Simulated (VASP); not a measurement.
# Al3Si2I (Amm2) in VASP: further runs

Al3Si2I is run at these levels: PBE; tasks: single point, relaxation of shape and atoms at fixed volume.

All numbers are computed with VASP 6.6.1; they aren't measurements. Logs are shortened: lines on timing, memory, paths and dates and some standing lists are left out, and cuts for length are marked.

**1. The cell of the first run**

It takes space group Amm2 (No. 38, orthorhombic). Conventional cell: a = 5.165 Å, b = 6.165 Å, c = 8.137 Å, α = 90.00°, β = 90.00°, γ = 90.00°. Within 3.6 Å of Al (site symmetry mm2) lie 5 Si at 2.50 to 3.46 Å and 3 I at 2.78 to 3.34 Å and 4 Al at 3.55 Å. Within 3.6 Å of Al (site symmetry m) lie 4 Si at 2.55 to 2.90 Å and 4 Al at 2.65 to 3.55 Å and 2 I at 3.31 Å. Si (site symmetry mm2) has 7 Al at 2.50 to 3.46 Å and 3 I at 2.86 to 3.31 Å and 2 Si at 3.48 Å within 3.5 Å. Within 3.5 Å of Si (site symmetry mm2) lie 6 Al at 2.55 to 2.59 Å and 2 Si at 3.48 Å. Within 3.7 Å of I (site symmetry mm2) lie 7 Al at 2.78 to 3.34 Å and 3 Si at 2.86 to 3.31 Å.

The cell was generated, and may not be a known phase.

**2. Single point, PBE**

Contents of INCAR:

```
SYSTEM = Al3Si2I
PREC = Accurate
ENCUT = 500
EDIFF = 1E-6
ISMEAR = 0
SIGMA = 0.15
LREAL = .FALSE.
LASPH = .TRUE.
NELM = 120
ALGO = Normal
ISIF = 2
LWAVE = .FALSE.
LCHARG = .TRUE.
GGA = PE
LELF = .TRUE.
LVHAR = .TRUE.
NBANDS = 21
GGA_COMPAT = .FALSE.
```

Contents of KPOINTS:

```
regular mesh
0
G
  3 2 2
  0 0 0
```

Contents of POSCAR:

```
Al3Si2I
1.0
    5.1650327271      0.0000000000      0.0000000000
    0.0000000000      3.0825893516      4.0684109058
    0.0000000000     -3.0825893516      4.0684109058
Al Si I
3 2 1
Direct
    0.0000000000      0.2685595121      0.2685595121
    0.5000000000      0.3470285643      0.7763729253
    0.5000000000      0.7763729253      0.3470285643
    0.0000000000      0.5760426655      0.5760426655
    0.5000000000      0.2887059881      0.2887059881
    0.0000000000      0.9270982548      0.9270982548
```

Potentials or basis: VASP PAW PBE potentials, release 64 (Al, Si, I).

The run is started by

```bash
> cat potpaw_PBE.64/Al/POTCAR potpaw_PBE.64/Si/POTCAR potpaw_PBE.64/I/POTCAR > POTCAR
> mpirun -np 1 vasp_std > vasp.out
```

OUTCAR:

```text
SYSTEM = Al3Si2I
   PREC = Accurate
   ENCUT = 500
   EDIFF = 1E-6
   ISMEAR = 0
   LREAL = .FALSE.
   LASPH = .TRUE.
   NELM = 120
   ISIF = 2
   GGA = PE

 ion  position               nearest neighbor table
   1  0.000  0.269  0.269-   4 2.50   5 2.59   5 2.59   6 2.78   6 3.34   6 3.34
   2  0.500  0.347  0.776-   5 2.55   5 2.59   3 2.65   4 2.90   4 2.90   6 3.31   6 3.31
   3  0.500  0.776  0.347-   5 2.55   5 2.59   2 2.65   4 2.90   4 2.90   6 3.31   6 3.31
   4  0.000  0.576  0.576-   1 2.50   6 2.86   3 2.90   2 2.90   2 2.90   3 2.90   6 3.31   6 3.31

   5  0.500  0.289  0.289-   2 2.55   3 2.55   2 2.59   3 2.59   1 2.59   1 2.59
   6  0.000  0.927  0.927-   1 2.78   4 2.86   3 3.31   2 3.31   2 3.31   3 3.31   4 3.31   4 3.31
                             1 3.34   1 3.34

  LATTYP: Found a base centered orthorhombic cell.
 ALAT       =     6.1651787032
 B/A-ratio  =     1.3198030752
 C/A-ratio  =     0.8377750226

  Lattice vectors:

 A1 = (   0.0000000000,   3.0825893516,  -4.0684109058)
 A2 = (   0.0000000000,   3.0825893516,   4.0684109058)
 A3 = (   5.1650327271,   0.0000000000,   0.0000000000)

Analysis of symmetry for initial positions (statically):
=====================================================================
 Subroutine PRICEL returns:
 Original cell was already a primitive cell.

 Routine SETGRP: Setting up the symmetry group for a
 base centered orthorhombic supercell.

 Subroutine GETGRP returns: Found  4 space group operations
 (whereof  4 operations were pure point group operations)
 out of a pool of  8 trial point group operations.

The static configuration has the point symmetry C_2v.

Analysis of symmetry for dynamics (positions and initial velocities):
=====================================================================
 Subroutine PRICEL returns:
 Original cell was already a primitive cell.

 Routine SETGRP: Setting up the symmetry group for a
 base centered orthorhombic supercell.

 Subroutine GETGRP returns: Found  4 space group operations
 (whereof  4 operations were pure point group operations)
 out of a pool of  8 trial point group operations.

The dynamic configuration has the point symmetry C_2v.

 Subroutine INISYM returns: Found  4 space group operations
 (whereof  4 operations are pure point group operations),
 and found     1 'primitive' translations

----------------------------------------------------------------------------------------

                                     Primitive cell

  volume of cell :     129.5518

  direct lattice vectors                    reciprocal lattice vectors
     5.165032727  0.000000000  0.000000000     0.193609615  0.000000000  0.000000000
     0.000000000  3.082589352  4.068410906     0.000000000  0.162201300  0.122898107
     0.000000000 -3.082589352  4.068410906     0.000000000 -0.162201300  0.122898107

  length of vectors
     5.165032727  5.104343681  5.104343681     0.193609615  0.203502350  0.203502350

  position of ions in fractional coordinates (direct lattice)
     0.000000000  0.268559512  0.268559512
     0.500000000  0.347028564  0.776372925
     0.500000000  0.776372925  0.347028564
     0.000000000  0.576042665  0.576042665
     0.500000000  0.288705988  0.288705988
     0.000000000  0.927098255  0.927098255

  ion indices of the primitive-cell ions
   primitive index   ion index
                 1           1
                 2           2
                 3           3
                 4           4
                 5           5
                 6           6

----------------------------------------------------------------------------------------

 KPOINTS: regular mesh

Automatic generation of k-mesh.
 Grid dimensions read from file:
 generate k-points for:    3    2    2

 Generating k-lattice:

  Cartesian coordinates                     Fractional coordinates (reciprocal lattice)
     0.064536538  0.000000000  0.000000000     0.333333333  0.000000000  0.000000000
     0.000000000  0.081100650  0.061449054     0.000000000  0.500000000 -0.000000000
     0.000000000 -0.081100650  0.061449054     0.000000000 -0.000000000  0.500000000

  Length of vectors
     0.064536538  0.101751175  0.101751175

  Shift w.r.t. Gamma in fractional coordinates (k-lattice)
     0.000000000  0.000000000  0.000000000

 Subroutine IBZKPT returns following result:
 ===========================================

 Found      6 irreducible k-points:

 Following reciprocal coordinates:
            Coordinates               Weight
  0.000000  0.000000  0.000000      1.000000
  0.333333  0.000000  0.000000      2.000000
  0.000000  0.500000 -0.000000      2.000000
  0.333333  0.500000 -0.000000      4.000000
  0.000000  0.500000  0.500000      1.000000
  0.333333  0.500000  0.500000      2.000000
   k-points           NKPTS =      6   k-points in BZ     NKDIM =      6   number of bands    NBANDS=     21
   number of dos      NEDOS =    301   number of ions     NIONS =      6
   total plane-waves  NPLWV =  64000
   dimension x,y,z NGX =    40 NGY =   40 NGZ =   40
   dimension x,y,z NGXF=    80 NGYF=   80 NGZF=   80
   ions per type =               3   2   1
   NGX,Y,Z   is equivalent  to a cutoff of  12.87, 13.03, 13.03 a.u.
   NGXF,Y,Z  is equivalent  to a cutoff of  25.75, 26.06, 26.06 a.u.
 SYSTEM =  Al3Si2I
   PREC   = accura    normal or accurate (medium, high low for compatibility)
   ISTART =      0    job   : 0-new  1-cont  2-samecut
   ICHARG =      2    charge: 1-file 2-atom 10-const
   ISPIN  =      1    spin polarized calculation?
   LNONCOLLINEAR =      F non collinear calculations
   LSORBIT =      F    spin-orbit coupling
   LASPH  =      T    aspherical Exc in radial PAW
   ENCUT  =  500.0 eV  36.75 Ry    6.06 a.u.   9.42  9.31  9.31*2*pi/ulx,y,z
   NELM   =    120;   NELMIN=  2; NELMDL= -5     # of ELM steps
   EDIFF  = 0.1E-05   stopping-criterion for ELM
   LREAL  =      F    real-space projection
   EDIFFG = 0.1E-04   stopping-criterion for IOM
   NSW    =      0    number of steps for IOM
   IBRION =     -1    ionic relax: 0-MD 1-quasi-New 2-CG
   NFREE  =      0    steps in history (QN), initial steepest desc. (CG)
   ISIF   =      2    stress and relaxation
   ISYM   =      2    0-nonsym 1-usesym 2-fastsym
   POTIM  = 0.5000    time-step for ionic-motion
   TEBEG  =    0.0;   TEEND  =   0.0 temperature during run
   PSTRESS=    0.0 pullay stress
   NELECT =      24.0000    total number of electrons
   NUPDOWN=      -1.0000    fix difference up-down
   EMIN   =  10.00;   EMAX   =-10.00  energy-range for DOS
   EFERMI =   0.00;   METHOD = LEGACY
   ISMEAR =     0;   SIGMA  =   0.15  broadening in eV -4-tet -1-fermi 0-gaus
   EFERMI_NEDOS =   21; number of points for ismear=-14 and -15
   IALGO  =     38    algorithm
   IMIX   =      4    mixing-type and parameters
     AMIX     =   0.40;   BMIX     =  1.00
     AMIX_MAG =   1.60;   BMIX_MAG =  1.00
  volume/ion in A,a.u.               =      21.59       145.71
  Fermi-wavevector in a.u.,A,eV,Ry     =   0.933249  1.763584 11.850037  0.870953
  Thomas-Fermi vector in A             =   2.059931
   LORBIT       =      0    0 simple, 1 ext, 2 COOP (PROOUT), +10 PAW based schemes
   GGA     = PE    functional components
   LHFCALC =     F    Hartree Fock is set to
   AEXX    =    0.0000 exact exchange contribution
   IVDW    =     0    specifies the selected vdW correction
   LEPSILON=     F    determine dielectric tensor
   LRPA    =     F    only Hartree local field effects (RPA)
 non-spin polarized calculation
 Gauss-broadening in eV      SIGMA  =   0.15
  energy-cutoff  :      500.00
  volume of cell :      129.55
 maximum number of plane-waves:      3294
 NGX is ok and might be reduce to    40
   NGX = 19   NGY = 19   NGZ = 19

 number of electron      23.9999998 magnetization

 Free energy of the ion-electron system (eV)
  ---------------------------------------------------
  ext. energy  EPLUGINS =         0.00000000
  ---------------------------------------------------
  free energy    TOTEN  =       -21.74452170 eV

  energy without entropy =      -21.74285144  energy(sigma->0) =      -21.74368657

 E-fermi :   6.4382     XC(G=0):  -9.5750

 val. band max:        6.1546740847   @ k =   0.3333   0.5000  -0.0000
 cond. band min:       6.6656621309   @ k =   0.0000   0.5000   0.5000
 fundamental gap:      0.5109880462
 Fermi energy:         6.4382083309

 k-point     1 :       0.0000    0.0000    0.0000
  band No.  band energies     occupation
      1      -7.8708      2.00000
      2      -3.1333      2.00000
      3      -0.4120      2.00000
      4       1.1715      2.00000
      5       1.3359      2.00000
      6       1.5983      2.00000
[... 13 lines left out ...]
     20      10.4306      0.00000
     21      10.4704      0.00000

 k-point     2 :       0.3333    0.0000    0.0000
  band No.  band energies     occupation
      1      -7.7930      2.00000
      2      -3.0775      2.00000
      3      -1.0543      2.00000
      4       0.7355      2.00000
      5       1.6405      2.00000
      6       2.2290      2.00000
[... 13 lines left out ...]
     20      11.4888      0.00000
     21      12.6255      0.00000

 k-point     3 :       0.0000    0.5000   -0.0000
  band No.  band energies     occupation
      1      -7.6758      2.00000
      2      -3.4865      2.00000
      3      -0.9641      2.00000
      4       0.5091      2.00000
      5       1.7384      2.00000
      6       2.0870      2.00000
[... 13 lines left out ...]
     20      10.4150      0.00000
     21      10.7439      0.00000

 k-point     4 :       0.3333    0.5000   -0.0000
  band No.  band energies     occupation
      1      -7.6271      2.00000
      2      -2.9455      2.00000
      3      -1.5622      2.00000
      4      -0.2412      2.00000
      5       1.1284      2.00000
      6       1.4265      2.00000
[... 13 lines left out ...]
     20      11.2822      0.00000
     21      11.4566      0.00000

 k-point     5 :       0.0000    0.5000    0.5000
  band No.  band energies     occupation
      1      -7.5790      2.00000
      2      -2.5675      2.00000
      3      -2.4528      2.00000
      4       0.0226      2.00000
      5       1.6539      2.00000
      6       2.0745      2.00000
[... 13 lines left out ...]
     20      12.2951      0.00000
     21      13.0722      0.00000

 k-point     6 :       0.3333    0.5000    0.5000
  band No.  band energies     occupation
      1      -7.5385      2.00000
      2      -2.1051      2.00000
      3      -2.0174      2.00000
      4      -0.1761      2.00000
      5       0.1024      2.00000
      6       0.4885      2.00000
[... 13 lines left out ...]
     20      11.4969      0.00000
     21      11.7205      0.00000

------------------------ aborting loop because EDIFF is reached ----------------------------------------

  FORCE on cell =-STRESS in cart. coord.  units (eV):
  Direction    XX          YY          ZZ          XY          YZ          ZX
  --------------------------------------------------------------------------------------
  -------------------------------------------------------------------------------------
  Total       -0.0552478     -0.3046726      0.0664969      0.0000000      0.0000000      0.0000000
  in kB       -0.6832537     -3.7679095      0.8223727      0.0000000      0.0000000      0.0000000
  external PRESSURE =      -1.2095968 kB  Pullay stress =       0.0000000 kB

 VOLUME and BASIS-vectors are now :
 -----------------------------------------------------------------------------
  energy-cutoff  :      500.00
  volume of cell :      129.55
      direct lattice vectors                 reciprocal lattice vectors
     5.165032727  0.000000000  0.000000000     0.193609615  0.000000000  0.000000000
     0.000000000  3.082589352  4.068410906     0.000000000  0.162201300  0.122898107
     0.000000000 -3.082589352  4.068410906     0.000000000 -0.162201300  0.122898107

 POSITION                                       TOTAL-FORCE (eV/Angst)
 -----------------------------------------------------------------------------------
      0.00000      0.00000      2.18522         0.000000      0.000000      0.014050
      2.58252     -1.32349      4.57046         0.000000     -0.013087     -0.005028
      2.58252      1.32349      4.57046         0.000000      0.013087     -0.005028
      0.00000      0.00000      4.68716         0.000000      0.000000     -0.017905
      2.58252      0.00000      2.34915         0.000000      0.000000     -0.017995
      0.00000      0.00000      7.54363         0.000000      0.000000      0.031905
 -----------------------------------------------------------------------------------
    total drift:                                0.000000     -0.000000     -0.000034

  FREE ENERGIE OF THE ION-ELECTRON SYSTEM (eV)
  ---------------------------------------------------
  free  energy   TOTEN  =       -21.7445216989 eV

  energy  without entropy=      -21.7428514436  energy(sigma->0) =      -21.74368657
```

It took 30 s on 1 thread of Intel Xeon 8259CL, shared host; peak memory 0.24 GiB.

What came out:

```yaml
Free_energy: -21.7445 eV
Pressure: -0.1 GPa
Largest_force: 0.032 eV/Å
Band_gap_on_the_k_mesh: zero (bands 12 and 13 overlap by 1.88 eV)
```

Forces on the atoms (eV/Å):
```
Al   0.000  0.000  0.014
Al   0.000 -0.013 -0.005
Al   0.000  0.013 -0.005
Si   0.000  0.000 -0.018
Si   0.000  0.000 -0.018
I    0.000  0.000  0.032
```

Caveat: the k points lie up to 0.64 Å⁻¹ apart, too coarse for converged energies and pressures of a metal; spin-orbit coupling is left out, which moves the levels of the heavy elements.

(Part 1 of 2 ends here.)

The gap in the log of VASP goes by the Fermi energy; the results here count the filled bands.